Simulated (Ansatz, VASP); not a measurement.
Ga3As3CO: VASP beside Ansatz

File INCAR:

```
PREC = Accurate
ENCUT = 520
EDIFF = 1E-6
ISMEAR = 0
SIGMA = 0.05
LREAL = False
LASPH = True
NELM = 60
ALGO = Normal
ISIF = 2
LWAVE = False
LCHARG = False
LDIPOL = True
IDIPOL = 3
DIPOL = 0.5 0.5 0.320
GGA = PE
IVDW = 12
NBANDS = 42
```

KPOINTS

```
Automatic mesh
0
Gamma
  7 5 1
```

File POSCAR:

```
Ga3As3CO
1.0
    4.0137031111      0.0000000000      0.0000000000
    0.0000000000      5.6762333751      0.0000000000
    0.0000000000      0.0000000000     23.3352699083
Ga As O C
3 3 1 1
Direct
    0.5000000000      0.5000000000      0.1714143447
    0.0000000000      0.0653835255      0.2680035048
    0.5000000000      0.4894639609      0.3228546357
    0.0000000000      0.2500000000      0.1714143447
    0.5000000000      0.8102208698      0.2504948966
    0.0000000000      0.2887573198      0.3593388866
    0.3333333333      0.7887573198      0.4836142866
    0.3333333333      0.7887573198      0.5328959107
```

Input for Ansatz:

```yaml
crystal:
  lattice:
    - [4.0137031111, 0.0, 0.0]
    - [0.0, 5.6762333751, 0.0]
    - [0.0, 0.0, 23.3352699083]
  atoms:
    - { symbol: Ga, position: [0.5, 0.5, 0.1714143447] }
    - { symbol: As, position: [0.0, 0.25, 0.1714143447] }
    - { symbol: Ga, position: [0.0, 0.0653835255, 0.2680035048] }
    - { symbol: As, position: [0.5, 0.8102208698, 0.2504948966] }
    - { symbol: Ga, position: [0.5, 0.4894639609, 0.3228546357] }
    - { symbol: As, position: [0.0, 0.2887573198, 0.3593388866] }
    - { symbol: O, position: [0.3333333333, 0.7887573198, 0.4836142866] }
    - { symbol: C, position: [0.3333333333, 0.7887573198, 0.5328959107] }
basis:
  ecutwfc: 420
kpoints:
  mp_grid: { grid: [7, 5, 1] }
hamiltonian:
  xc: pbe
  pseudopotentials: { kind: paw, azcp: { folder: soft_1 } }
  dispersion: d3bj
scf:
  occupations: { method: gaussian, width: 0.05 }
output:
  forces: true
  eigenvalues: true
efield:
  axis: 3
  dipole_correction: true
  ramp_width: 0.04
```

Alike in both runs: task single point; functional PBE; dispersion D3(BJ); k mesh 7 × 5 × 1; occupations gaussian, width 0.05 eV; no spin polarisation.

|  | VASP | Ansatz |
| --- | --- | --- |
| version | VASP 6.6.1 | Ansatz 0.2.0 |
| potentials or method | VASP PAW PBE potentials, release 64 (Ga_d, As, O, C), cutoff 520 eV | scalar-relativistic, plane waves, PAW |
| valence electrons in the cell | 64 | 94 |

```csv
,VASP,Ansatz,Ansatz less VASP
gap on the k mesh at the Fermi level (eV),0.40,0.41,+0.007
least direct gap on the mesh (eV),0.76,0.76,+0.003
rms of the force components (eV/Å),0.376,0.540,+0.1646
```

One of these differences is far larger than is usual between the two programs; its cause wasn't traced. VASP's potentials hold 64 valence electrons a cell and Ansatz's 94, so a difference there can come from the potentials and not from the codes.

Noted on VASP's run: the standard files for N, O and F lose accuracy on very short bonds.
